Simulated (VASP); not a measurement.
# K16SCl15 (a cell with a defect) in VASP: single point with PBE

Aim: the single point of K16SCl15 (a cell with a defect) with PBE.

All numbers are computed with VASP 6.6.1; they aren't measurements. Logs are shortened: lines on timing, memory, paths and dates and some standing lists are left out, and cuts for length are marked.

## (1) The cell of the first run

The cell holds a defect, 32 atoms: a = 10.279 Å, b = 10.279 Å, c = 10.279 Å, α = 60.00°, β = 60.00°, γ = 60.00°.

## (2) Single point, PBE

Contents of INCAR:

```
ALGO     = Normal         # electronic algorithm
EDIFF    = 1E-6           # SCF threshold, eV
ENCUT    = 400            # plane-wave cutoff, eV
GGA      = PE             # functional
GGA_COMPAT= F            
ISIF     = 2              # what is computed and relaxed
ISMEAR   = -1             # smearing method
LASPH    = T              # aspherical terms in the spheres
LCHARG   = F              # write CHGCAR
LREAL    = Auto         
LWAVE    = F              # write WAVECAR
NBANDS   = 150            # bands
NELECT   = 256.0        
NELM     = 120            # most SCF steps
PREC     = Accurate       # precision mode
SIGMA    = 0.01           # smearing width, eV
```

Contents of KPOINTS:

```
k-points
0
Gamma
  2 2 2
```

Contents of POSCAR:

```
K16SCl15
1.0
    0.0000000000      7.2680000000      7.2680000000
    7.2680000000      0.0000000000      7.2680000000
    7.2680000000      7.2680000000      0.0000000000
K S Cl
16 1 15
Direct
    0.0034736114      0.0034736114      0.0034736114
    0.4895791657      0.0034736114      0.0034736114
    0.0034736114      0.4895791657      0.0034736114
    0.0034736114      0.0034736114      0.4895791657
    0.2465263886      0.2465263886      0.2465263886
    0.4993092233      0.4993092233      0.0020723300
    0.4993092233      0.0020723300      0.4993092233
    0.7604208343      0.2465263886      0.2465263886
    0.0020723300      0.4993092233      0.4993092233
    0.2465263886      0.7604208343      0.2465263886
    0.2465263886      0.2465263886      0.7604208343
    0.4993092233      0.4993092233      0.4993092233
    0.7506907767      0.7506907767      0.2479276700
    0.7506907767      0.2479276700      0.7506907767
    0.2479276700      0.7506907767      0.7506907767
    0.7506907767      0.7506907767      0.7506907767
    0.1250000000      0.1250000000      0.1250000000
    0.6250000000      0.1250000000      0.1250000000
    0.1250000000      0.6250000000      0.1250000000
    0.1250000000      0.1250000000      0.6250000000
    0.3750000000      0.3750000000      0.3750000000
    0.6250000000      0.6250000000      0.1250000000
    0.6250000000      0.1250000000      0.6250000000
    0.8679005988      0.3820994012      0.3820994012
    0.1250000000      0.6250000000      0.6250000000
    0.3820994012      0.8679005988      0.3820994012
    0.3820994012      0.3820994012      0.8679005988
    0.6250000000      0.6250000000      0.6250000000
    0.8679005988      0.8679005988      0.3820994012
    0.8679005988      0.3820994012      0.8679005988
    0.3820994012      0.8679005988      0.8679005988
    0.8750000000      0.8750000000      0.8750000000
```

Potentials or basis: VASP PAW PBE potentials, release 64 (K_sv, S, Cl).

Launch:

```sh
$ cat potpaw_PBE.64/K_sv/POTCAR potpaw_PBE.64/S/POTCAR potpaw_PBE.64/Cl/POTCAR > POTCAR
$ mpirun -np 1 vasp_std > vasp.out
```

OUTCAR:

```text
EDIFF = 1E-6
   ENCUT = 400
   GGA = PE
   ISIF = 2
   ISMEAR = -1
   LASPH = T
   LREAL = Auto
   NELECT = 256.0
   NELM = 120
   PREC = Accurate

 ion  position               nearest neighbor table
   1  0.003  0.003  0.003-  17 3.06  18 3.18  19 3.18  20 3.18  29 3.18  30 3.18  31 3.18  32 3.23
                            11 3.53   8 3.53  10 3.53  15 3.68  13 3.68  14 3.68
   2  0.490  0.003  0.003-  17 3.06  22 3.18  23 3.18  18 3.18  31 3.18  27 3.18  26 3.18  32 3.23
                            10 3.53  11 3.53   5 3.53  16 3.68  14 3.68  13 3.68
   3  0.003  0.490  0.003-  17 3.06  22 3.18  25 3.18  19 3.18  30 3.18  27 3.18  24 3.18  32 3.23
                             8 3.53  11 3.53   5 3.53  16 3.68  15 3.68  13 3.68
   4  0.003  0.003  0.490-  17 3.06  23 3.18  25 3.18  20 3.18  29 3.18  26 3.18  24 3.18  32 3.23
                             8 3.53  10 3.53   5 3.53  16 3.68  15 3.68  14 3.68
   5  0.247  0.247  0.247-  17 3.06  18 3.18  19 3.18  20 3.18  24 3.18  26 3.18  27 3.18  21 3.23
                             4 3.53   2 3.53   3 3.53   9 3.68   6 3.68   7 3.68
   6  0.499  0.499  0.002-  27 3.09  30 3.09  31 3.09  21 3.13  18 3.14  19 3.14  22 3.14  28 3.16
                            14 3.65  15 3.65  16 3.65   5 3.68  10 3.68   8 3.68
   7  0.499  0.002  0.499-  26 3.09  31 3.09  29 3.09  21 3.13  18 3.14  20 3.14  23 3.14  28 3.16
                            13 3.65  15 3.65  16 3.65   5 3.68  11 3.68   8 3.68
   8  0.760  0.247  0.247-  17 3.06  22 3.18  23 3.18  18 3.18  24 3.18  29 3.18  30 3.18  21 3.23
                             3 3.53   4 3.53   1 3.53  12 3.68   7 3.68   6 3.68
   9  0.002  0.499  0.499-  24 3.09  30 3.09  29 3.09  21 3.13  19 3.14  20 3.14  25 3.14  28 3.16
[... 43 lines left out ...]
  31  0.382  0.868  0.868-  15 3.09   7 3.09   6 3.09  16 3.09   2 3.18   1 3.18  11 3.18  10 3.18

  32  0.875  0.875  0.875-  16 3.13  14 3.13  15 3.13  13 3.13   1 3.23   3 3.23   4 3.23   2 3.23

  LATTYP: Found a face centered cubic cell.
 ALAT       =    14.5360000000

  Lattice vectors:

 A1 = (   0.0000000000,   7.2680000000,   7.2680000000)
 A2 = (   7.2680000000,   0.0000000000,   7.2680000000)
 A3 = (   7.2680000000,   7.2680000000,   0.0000000000)

Analysis of symmetry for initial positions (statically):
=====================================================================
 Subroutine PRICEL returns:
 Original cell was already a primitive cell.

 Routine SETGRP: Setting up the symmetry group for a
 face centered cubic supercell.

 Subroutine GETGRP returns: Found 48 space group operations
 (whereof  6 operations were pure point group operations)
 out of a pool of 48 trial point group operations.

The static configuration has the point symmetry C_3v.
 The point group associated with its full space group is O_h .

Analysis of symmetry for dynamics (positions and initial velocities):
[... 163 lines left out ...]
   EMIN   =  10.00;   EMAX   =-10.00  energy-range for DOS
   EFERMI =   0.00;   METHOD = LEGACY
   ISMEAR =    -1;   SIGMA  =   0.01  broadening in eV -4-tet -1-fermi 0-gaus
   EFERMI_NEDOS =   21; number of points for ismear=-14 and -15
   IALGO  =     38    algorithm
   IMIX   =      4    mixing-type and parameters
     AMIX     =   0.40;   BMIX     =  1.00
     AMIX_MAG =   1.60;   BMIX_MAG =  1.00
  volume/ion in A,a.u.               =      24.00       161.93
  Fermi-wavevector in a.u.,A,eV,Ry     =   1.135176  2.145172 17.532804  1.288625
  Thomas-Fermi vector in A             =   2.271881
   LORBIT       =      0    0 simple, 1 ext, 2 COOP (PROOUT), +10 PAW based schemes
   GGA     = PE    functional components
   LHFCALC =     F    Hartree Fock is set to
   AEXX    =    0.0000 exact exchange contribution
   IVDW    =     0    specifies the selected vdW correction
   LEPSILON=     F    determine dielectric tensor
   LRPA    =     F    only Hartree local field effects (RPA)
 non-spin polarized calculation
  energy-cutoff  :      400.00
  volume of cell :      767.85
 maximum number of plane-waves:     13960
 NGX is ok and might be reduce to    70
   NGX = 33   NGY = 33   NGZ = 33

 number of electron     255.9999953 magnetization

 Free energy of the ion-electron system (eV)
  ---------------------------------------------------
  ext. energy  EPLUGINS =         0.00000000
  ---------------------------------------------------
  free energy    TOTEN  =      -102.05619957 eV

  energy without entropy =     -102.05619957  energy(sigma->0) =     -102.05619957

 E-fermi :   2.4331     XC(G=0):  -8.8499

 val. band max:        2.1061898106   @ k =   0.0000   0.0000   0.0000
 cond. band min:       5.6417135258   @ k =   0.0000   0.0000   0.0000
 fundamental gap:      3.5355237152
 Fermi energy:         2.4330549873

 k-point     1 :       0.0000    0.0000    0.0000
  band No.  band energies     occupation
      1     -27.8234      2.00000
      2     -27.8017      2.00000
      3     -27.8017      2.00000
      4     -27.8017      2.00000
      5     -27.7852      2.00000
      6     -27.7852      2.00000
[... 418 lines left out ...]
    139       7.4375      0.00000
    140       7.4500      0.00000
 [bands above 140 left out]

------------------------ aborting loop because EDIFF is reached ----------------------------------------

  FORCE on cell =-STRESS in cart. coord.  units (eV):
  Direction    XX          YY          ZZ          XY          YZ          ZX
  --------------------------------------------------------------------------------------
  -------------------------------------------------------------------------------------
  Total       28.6822557     28.6822557     28.6822557      0.0000000      0.0000000     -0.0000000
  in kB       59.8479300     59.8479300     59.8479300      0.0000000      0.0000000     -0.0000000
  external PRESSURE =      59.8479300 kB  Pullay stress =       0.0000000 kB

 VOLUME and BASIS-vectors are now :
 -----------------------------------------------------------------------------
  energy-cutoff  :      400.00
  volume of cell :      767.85
      direct lattice vectors                 reciprocal lattice vectors
     0.000000000  7.268000000  7.268000000    -0.068794717  0.068794717  0.068794717
     7.268000000  0.000000000  7.268000000     0.068794717 -0.068794717  0.068794717
     7.268000000  7.268000000  0.000000000     0.068794717  0.068794717 -0.068794717

 POSITION                                       TOTAL-FORCE (eV/Angst)
 -----------------------------------------------------------------------------------
      0.05049      0.05049      0.05049         0.002305      0.002305      0.002305
      0.05049      3.58351      3.58351         0.002305     -0.002305     -0.002305
      3.58351      0.05049      3.58351        -0.002305      0.002305     -0.002305
      3.58351      3.58351      0.05049        -0.002305     -0.002305      0.002305
      3.58351      3.58351      3.58351        -0.002305     -0.002305     -0.002305
      3.64404      3.64404      7.25796         0.002780      0.002780     -0.002780
[... 24 lines left out ...]
     12.61580      9.08500      9.08500         0.008680      0.000000      0.000000
     12.71900     12.71900     12.71900         0.000000      0.000000      0.000000
 -----------------------------------------------------------------------------------
    total drift:                                0.000000      0.000000     -0.000000

  FREE ENERGIE OF THE ION-ELECTRON SYSTEM (eV)
  ---------------------------------------------------
  free  energy   TOTEN  =      -102.0561995665 eV

  energy  without entropy=     -102.0561995665  energy(sigma->0) =     -102.05619957
```

Run time: 18 min. Hardware: 1 thread of Intel Xeon 8259CL, shared host; peak memory 0.76 GiB.

Results:

```yaml
Free_energy: -102.0562 eV
Largest_force: 0.009 eV/Å
```

Forces in eV/Å, atoms in the order of the input:
```
K    0.002  0.002  0.002
K    0.002 -0.002 -0.002
K   -0.002  0.002 -0.002
K   -0.002 -0.002  0.002
K   -0.002 -0.002 -0.002
K    0.003  0.003 -0.003
K    0.003 -0.003  0.003
K   -0.002  0.002  0.002
K   -0.003  0.003  0.003
K    0.002 -0.002  0.002
K    0.002  0.002 -0.002
K   -0.003 -0.003 -0.003
K   -0.003 -0.003  0.003
K   -0.003  0.003 -0.003
K    0.003 -0.003 -0.003
K    0.003  0.003  0.003
S    0.000  0.000  0.000
Cl   0.000  0.000  0.000
Cl   0.000  0.000  0.000
Cl   0.000  0.000  0.000
Cl   0.000  0.000  0.000
Cl   0.000  0.000  0.000
Cl   0.000  0.000  0.000
Cl  -0.009  0.000  0.000
Cl   0.000  0.000  0.000
Cl   0.000 -0.009  0.000
Cl   0.000  0.000 -0.009
Cl   0.000  0.000  0.000
Cl   0.000  0.000  0.009
Cl   0.000  0.009  0.000
Cl   0.009  0.000  0.000
Cl   0.000  0.000  0.000
```

Caveat: the cell carries a net charge on a neutralising background, which shifts energy and pressure; the cell is charged against a uniform background, so pressure and absolute levels hang on convention.
